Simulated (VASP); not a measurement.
# Si16Ge (a cell with a defect) in VASP: further runs

Si16Ge (a cell with a defect) is run at these levels: PBE; tasks: single point.

Everything below comes from runs of VASP 6.6.1. Logs are shortened: lines on timing, memory, paths and dates and some standing lists are left out, and cuts for length are marked.

### 1 The cell of the first run

The cell holds a defect, 17 atoms: a = 7.679 Å, b = 7.679 Å, c = 7.679 Å, α = 60.00°, β = 60.00°, γ = 60.00°.

### 2 Single point, PBE

Contents of INCAR:

```
SYSTEM = Si16Ge
  ALGO = Normal
  EDIFF = 1E-6
  ENCUT = 520
  GGA = PE
  ISIF = 2
  ISMEAR = -1
  LASPH = .TRUE.
  LCHARG = .TRUE.
  LELF = .TRUE.
  LREAL = Auto
  LVHAR = .TRUE.
  LWAVE = .FALSE.
  NBANDS = 53
  NELM = 60
  PREC = Accurate
  SIGMA = 0.02
```

Contents of KPOINTS:

```
k-points
0
G
  2 2 2
  0 0 0
```

Contents of POSCAR:

```
Si16Ge
1.0
    0.0000000000      5.4300000000      5.4300000000
    5.4300000000      0.0000000000      5.4300000000
    5.4300000000      5.4300000000      0.0000000000
Si Ge
16 1
Direct
    0.0475506446     -0.0128545120     -0.0028176796
    0.1485174954      0.1281123389      0.1382780847
   -0.0227624309      0.0327624309      0.4806077348
    0.1138674033      0.1151012891      0.6388581952
    0.0200368324      0.4953775322      0.0299447514
    0.1285727440      0.6198434622      0.1887937385
   -0.0343370166      0.4972651934      0.5493462247
    0.0857642726      0.6520073665      0.6493370166
    0.5243922652     -0.0277624309     -0.0053499079
    0.6813167587      0.0808747698      0.1467495396
    0.4774217311      0.0418416206      0.4863351750
    0.5958563536      0.1725414365      0.5948250460
    0.4937937385      0.4344014733      0.0729465930
    0.6415745856      0.5981675875      0.1026979742
    0.4531491713      0.5513259669      0.5034069982
    0.5331767956      0.6816298343      0.6910589319
    0.6946777164      0.3037200737      0.7645488029
```

Potentials or basis: VASP PAW PBE potentials, release 64 (Si, Ge_d).

On the command line:

```sh
> cat potpaw_PBE.64/Si/POTCAR potpaw_PBE.64/Ge_d/POTCAR > POTCAR
> mpirun -np 1 vasp_std > vasp.out
```

OUTCAR:

```text
SYSTEM = Si16Ge
   EDIFF = 1E-6
   ENCUT = 520
   GGA = PE
   ISIF = 2
   ISMEAR = -1
   LASPH = .TRUE.
   LREAL = Auto
   NELM = 60
   PREC = Accurate

 ion  position               nearest neighbor table
   1  0.048  0.987  0.997-   4 2.28  10 2.31   6 2.35   2 2.41
   2  0.149  0.128  0.138-   3 2.18   5 2.30   9 2.38   1 2.41
   3  0.977  0.033  0.481-   2 2.18   4 2.38  12 2.39   8 2.40  17 3.01
   4  0.114  0.115  0.639-   1 2.28  11 2.30   3 2.38   7 2.41  17 2.65
   5  0.020  0.495  0.030-   2 2.30   8 2.42  14 2.43   6 2.46
   6  0.129  0.620  0.189-   7 2.29  13 2.34   1 2.35   5 2.46
   7  0.966  0.497  0.549-   6 2.29   8 2.36   4 2.41  17 2.54  16 2.73
   8  0.086  0.652  0.649-  15 2.31   7 2.36   3 2.40   5 2.42
   9  0.524  0.972  0.995-  14 2.35   2 2.38  12 2.56  10 2.63  17 2.80
  10  0.681  0.081  0.147-  11 2.22  13 2.27   1 2.31  17 2.53   9 2.63
  11  0.477  0.042  0.486-  10 2.22  12 2.24   4 2.30  16 2.33  13 3.10
  12  0.596  0.173  0.595-  11 2.24  15 2.39   3 2.39  17 2.52   9 2.56
  13  0.494  0.434  0.073-  14 2.21  10 2.27   6 2.34  17 2.48  16 2.53  11 3.10
  14  0.642  0.598  0.103-  13 2.21   9 2.35   5 2.43  15 2.58
  15  0.453  0.551  0.503-   8 2.31  12 2.39  16 2.53  14 2.58  17 2.73
  16  0.533  0.682  0.691-  11 2.33  17 2.40  15 2.53  13 2.53   7 2.73
  17  0.695  0.304  0.765-  16 2.40  13 2.48  12 2.52  10 2.53   7 2.54   4 2.65  15 2.73   9 2.80
                             3 3.01

  LATTYP: Found a face centered cubic cell.
 ALAT       =    10.8600000000

  Lattice vectors:

 A1 = (   0.0000000000,   5.4300000000,   5.4300000000)
 A2 = (   5.4300000000,   0.0000000000,   5.4300000000)
 A3 = (   5.4300000000,   5.4300000000,   0.0000000000)

Analysis of symmetry for initial positions (statically):
=====================================================================
 Subroutine PRICEL returns:
 Original cell was already a primitive cell.

 Routine SETGRP: Setting up the symmetry group for a
 face centered cubic supercell.

 Subroutine GETGRP returns: Found  1 space group operations
 (whereof  1 operations were pure point group operations)
 out of a pool of 48 trial point group operations.

The static configuration has the point symmetry C_1 .

Analysis of symmetry for dynamics (positions and initial velocities):
=====================================================================
 Subroutine PRICEL returns:
 Original cell was already a primitive cell.

 Routine SETGRP: Setting up the symmetry group for a
 face centered cubic supercell.

 Subroutine GETGRP returns: Found  1 space group operations
 (whereof  1 operations were pure point group operations)
 out of a pool of 48 trial point group operations.

The dynamic configuration has the point symmetry C_1 .

 Subroutine INISYM returns: Found  1 space group operations
 (whereof  1 operations are pure point group operations),
 and found     1 'primitive' translations

----------------------------------------------------------------------------------------

                                     Primitive cell

  volume of cell :     320.2060

  direct lattice vectors                    reciprocal lattice vectors
     0.000000000  5.430000000  5.430000000    -0.092081031  0.092081031  0.092081031
     5.430000000  0.000000000  5.430000000     0.092081031 -0.092081031  0.092081031
     5.430000000  5.430000000  0.000000000     0.092081031  0.092081031 -0.092081031

  length of vectors
     7.679179644  7.679179644  7.679179644     0.159489025  0.159489025  0.159489025

  position of ions in fractional coordinates (direct lattice)
     0.047550645  0.987145488  0.997182320
     0.148517495  0.128112339  0.138278085
     0.977237569  0.032762431  0.480607735
     0.113867403  0.115101289  0.638858195
     0.020036832  0.495377532  0.029944751
     0.128572744  0.619843462  0.188793739
[... 9 lines left out ...]
     0.533176796  0.681629834  0.691058932
     0.694677716  0.303720074  0.764548803

  ion indices of the primitive-cell ions
   primitive index   ion index
                 1           1
                 2           2
                 3           3
                 4           4
                 5           5
                 6           6
[... 9 lines left out ...]
                16          16
                17          17

----------------------------------------------------------------------------------------

 KPOINTS: k-points

Automatic generation of k-mesh.
 Grid dimensions read from file:
 generate k-points for:    2    2    2

 Generating k-lattice:

  Cartesian coordinates                     Fractional coordinates (reciprocal lattice)
    -0.046040516  0.046040516  0.046040516     0.500000000  0.000000000  0.000000000
     0.046040516 -0.046040516  0.046040516     0.000000000  0.500000000  0.000000000
     0.046040516  0.046040516 -0.046040516     0.000000000  0.000000000  0.500000000

  Length of vectors
     0.079744512  0.079744512  0.079744512

  Shift w.r.t. Gamma in fractional coordinates (k-lattice)
     0.000000000  0.000000000  0.000000000

 Subroutine IBZKPT returns following result:
 ===========================================

 Found      8 irreducible k-points:

 Following reciprocal coordinates:
            Coordinates               Weight
  0.000000  0.000000  0.000000      1.000000
  0.500000  0.000000  0.000000      1.000000
  0.000000  0.500000  0.000000      1.000000
  0.000000  0.000000  0.500000      1.000000
  0.500000  0.500000  0.500000      1.000000
  0.500000  0.500000  0.000000      1.000000
  0.000000  0.500000  0.500000      1.000000
  0.500000  0.000000  0.500000      1.000000
   k-points           NKPTS =      8   k-points in BZ     NKDIM =      8   number of bands    NBANDS=     53
   number of dos      NEDOS =    301   number of ions     NIONS =     17
   total plane-waves  NPLWV = 216000
   dimension x,y,z NGX =    60 NGY =   60 NGZ =   60
   dimension x,y,z NGXF=   120 NGYF=  120 NGZF=  120
   ions per type =              16   1
   NGX,Y,Z   is equivalent  to a cutoff of  12.99, 12.99, 12.99 a.u.
   NGXF,Y,Z  is equivalent  to a cutoff of  25.98, 25.98, 25.98 a.u.
 SYSTEM =  Si16Ge
   PREC   = accura    normal or accurate (medium, high low for compatibility)
   ISTART =      0    job   : 0-new  1-cont  2-samecut
   ICHARG =      2    charge: 1-file 2-atom 10-const
   ISPIN  =      1    spin polarized calculation?
   LNONCOLLINEAR =      F non collinear calculations
   LSORBIT =      F    spin-orbit coupling
   LASPH  =      T    aspherical Exc in radial PAW
   ENCUT  =  520.0 eV  38.22 Ry    6.18 a.u.  14.28 14.28 14.28*2*pi/ulx,y,z
   NELM   =     60;   NELMIN=  2; NELMDL= -5     # of ELM steps
   EDIFF  = 0.1E-05   stopping-criterion for ELM
   LREAL  =      T    real-space projection
   EDIFFG = 0.1E-04   stopping-criterion for IOM
   NSW    =      0    number of steps for IOM
   IBRION =     -1    ionic relax: 0-MD 1-quasi-New 2-CG
   NFREE  =      0    steps in history (QN), initial steepest desc. (CG)
   ISIF   =      2    stress and relaxation
   ISYM   =      2    0-nonsym 1-usesym 2-fastsym
   POTIM  = 0.5000    time-step for ionic-motion
   TEBEG  =    0.0;   TEEND  =   0.0 temperature during run
   PSTRESS=    0.0 pullay stress
   NELECT =      78.0000    total number of electrons
   NUPDOWN=      -1.0000    fix difference up-down
   EMIN   =  10.00;   EMAX   =-10.00  energy-range for DOS
   EFERMI =   0.00;   METHOD = LEGACY
   ISMEAR =    -1;   SIGMA  =   0.02  broadening in eV -4-tet -1-fermi 0-gaus
   EFERMI_NEDOS =   21; number of points for ismear=-14 and -15
   IALGO  =     38    algorithm
   IMIX   =      4    mixing-type and parameters
     AMIX     =   0.40;   BMIX     =  1.00
     AMIX_MAG =   1.60;   BMIX_MAG =  1.00
  volume/ion in A,a.u.               =      18.84       127.11
  Fermi-wavevector in a.u.,A,eV,Ry     =   1.022421  1.932096 14.222785  1.045345
  Thomas-Fermi vector in A             =   2.156100
   LORBIT       =      0    0 simple, 1 ext, 2 COOP (PROOUT), +10 PAW based schemes
   GGA     = PE    functional components
   LHFCALC =     F    Hartree Fock is set to
   AEXX    =    0.0000 exact exchange contribution
   IVDW    =     0    specifies the selected vdW correction
   LEPSILON=     F    determine dielectric tensor
   LRPA    =     F    only Hartree local field effects (RPA)
 non-spin polarized calculation
  energy-cutoff  :      520.00
  volume of cell :      320.21
 maximum number of plane-waves:      8646
 NGX is ok and might be reduce to    60
   NGX = 29   NGY = 29   NGZ = 29

 number of electron      78.0000000 magnetization

 Free energy of the ion-electron system (eV)
  ---------------------------------------------------
  ext. energy  EPLUGINS =         0.00000000
  ---------------------------------------------------
  free energy    TOTEN  =       -84.72197809 eV

  energy without entropy =      -84.71412091  energy(sigma->0) =      -84.71804950

 E-fermi :   6.8155     XC(G=0):  -9.8005

 val. band max:        6.8078631670   @ k =   0.0000   0.0000   0.0000
 cond. band min:       6.8243599122   @ k =   0.0000   0.0000   0.0000
 fundamental gap:      0.0164967452
 Fermi energy:         6.8154923556

 k-point     1 :       0.0000    0.0000    0.0000
  band No.  band energies     occupation
      1     -18.1937      2.00000
      2     -18.1820      2.00000
      3     -18.1706      2.00000
      4     -18.1626      2.00000
      5     -18.1570      2.00000
      6      -6.4088      2.00000
[... 43 lines left out ...]
     50       8.4504      0.00000
     51       8.9394      0.00000

 k-point     2 :       0.5000    0.0000    0.0000
  band No.  band energies     occupation
      1     -18.1937      2.00000
      2     -18.1820      2.00000
      3     -18.1706      2.00000
      4     -18.1626      2.00000
      5     -18.1570      2.00000
      6      -6.0158      2.00000
[... 316 lines left out ...]
 k-point     8 :       0.5000    0.0000    0.5000
  band No.  band energies     occupation
      1     -18.1937      2.00000
      2     -18.1820      2.00000
      3     -18.1706      2.00000
      4     -18.1626      2.00000
      5     -18.1570      2.00000
      6      -5.8828      2.00000
[... 43 lines left out ...]
     50      10.2360      0.00000
     51      10.2689      0.00000
 [bands above 51 left out]

------------------------ aborting loop because EDIFF is reached ----------------------------------------

  FORCE on cell =-STRESS in cart. coord.  units (eV):
  Direction    XX          YY          ZZ          XY          YZ          ZX
  --------------------------------------------------------------------------------------
  -------------------------------------------------------------------------------------
  Total       10.1696395      8.9857386     13.7038018     -0.4472264     -3.1238543     -1.0025681
  in kB       50.8846343     44.9608877     68.5681081     -2.2377343    -15.6304638     -5.0164326
  external PRESSURE =      54.8045434 kB  Pullay stress =       0.0000000 kB

 VOLUME and BASIS-vectors are now :
 -----------------------------------------------------------------------------
  energy-cutoff  :      520.00
  volume of cell :      320.21
      direct lattice vectors                 reciprocal lattice vectors
     0.000000000  5.430000000  5.430000000    -0.092081031  0.092081031  0.092081031
     5.430000000  0.000000000  5.430000000     0.092081031 -0.092081031  0.092081031
     5.430000000  5.430000000  0.000000000     0.092081031  0.092081031 -0.092081031

 POSITION                                       TOTAL-FORCE (eV/Angst)
 -----------------------------------------------------------------------------------
     10.77490      5.67290      5.61840         0.532616      1.110788      0.107305
      1.44650      1.55730      1.50210        -2.000917     -0.835469      0.997352
      2.78760      7.91610      5.48430         1.020865      1.330917     -1.640316
      4.09400      4.08730      1.24330        -0.211043     -0.927165      0.453803
      2.85250      0.27140      2.79870         0.478634     -0.865503      0.308840
      4.39090      1.72330      4.06390        -1.052310     -1.091470     -0.388913
[... 9 lines left out ...]
      7.45370      6.64760      6.59640        -0.360837     -0.067733      0.210981
      5.80070      7.92360      5.42130        -0.849554      0.096544     -0.114117
 -----------------------------------------------------------------------------------
    total drift:                                0.001276      0.004965     -0.003468

  FREE ENERGIE OF THE ION-ELECTRON SYSTEM (eV)
  ---------------------------------------------------
  free  energy   TOTEN  =       -84.7219780930 eV

  energy  without entropy=      -84.7141209070  energy(sigma->0) =      -84.71804950
```

Run time: 2.7 min. Hardware: 1 thread of AMD EPYC 9R45 (Zen 5), shared host; peak memory 0.46 GiB.

What came out:

```
Free energy            : -84.7220 eV
Pressure               : 5.5 GPa
Largest force          : 2.697 eV/Å
Band gap on the k mesh : zero (bands 39 and 40 overlap by 0.37 eV)
```

Forces in eV/Å, atoms in the order of the input:
```
Si   0.533  1.111  0.107
Si  -2.001 -0.835  0.997
Si   1.021  1.331 -1.640
Si  -0.211 -0.927  0.454
Si   0.479 -0.866  0.309
Si  -1.052 -1.091 -0.389
Si   0.894  0.118  0.040
Si   0.304  0.128 -0.307
Si   0.299 -0.220  0.521
Si  -1.422 -0.565 -1.254
Si   0.005  0.194 -0.751
Si   0.539  1.152 -0.098
Si   0.841 -1.101 -0.029
Si   1.773  1.746  1.041
Si  -0.790 -0.203  0.903
Si  -0.361 -0.068  0.211
Ge  -0.850  0.097 -0.114
```

Levels at points of the mesh, in eV from the Fermi level:
| k point | band 35 | band 36 | band 37 | band 38 | band 39 | band 40 | band 41 | band 42 | band 43 | band 44 |
| --- | --- | --- | --- | --- | --- | --- | --- | --- | --- | --- |
| (0.00, 0.00, 0.00) | -1.27 | -0.80 | -0.73 | -0.64 | -0.40 | -0.23 | -0.01 | 0.01 | 0.21 | 0.57 |
| (0.50, 0.00, 0.00) | -1.54 | -1.47 | -1.09 | -0.77 | -0.42 | 0.12 | 0.67 | 0.68 | 1.01 | 1.21 |
| (0.00, 0.50, 0.00) | -1.62 | -1.27 | -1.04 | -0.91 | -0.14 | 0.27 | 0.52 | 0.73 | 1.12 | 1.20 |
| (0.00, 0.00, 0.50) | -1.45 | -1.15 | -0.99 | -0.89 | -0.39 | 0.24 | 0.48 | 0.71 | 1.03 | 1.29 |
| (0.50, 0.50, 0.50) | -1.56 | -1.38 | -1.25 | -0.78 | -0.34 | 0.07 | 0.46 | 0.82 | 0.90 | 0.94 |
| (0.50, 0.50, 0.00) | -1.81 | -1.59 | -1.49 | -1.24 | 0.14 | 0.47 | 1.00 | 1.10 | 1.24 | 1.86 |
| (0.00, 0.50, 0.50) | -1.81 | -1.75 | -1.42 | -0.97 | -0.09 | 0.75 | 0.82 | 1.00 | 1.45 | 1.67 |
| (0.50, 0.00, 0.50) | -1.88 | -1.72 | -1.40 | -0.88 | 0.13 | 0.64 | 0.90 | 1.06 | 1.43 | 1.55 |

Caveat: the k points lie up to 0.50 Å⁻¹ apart.

(Part 1 of 3 ends here.)
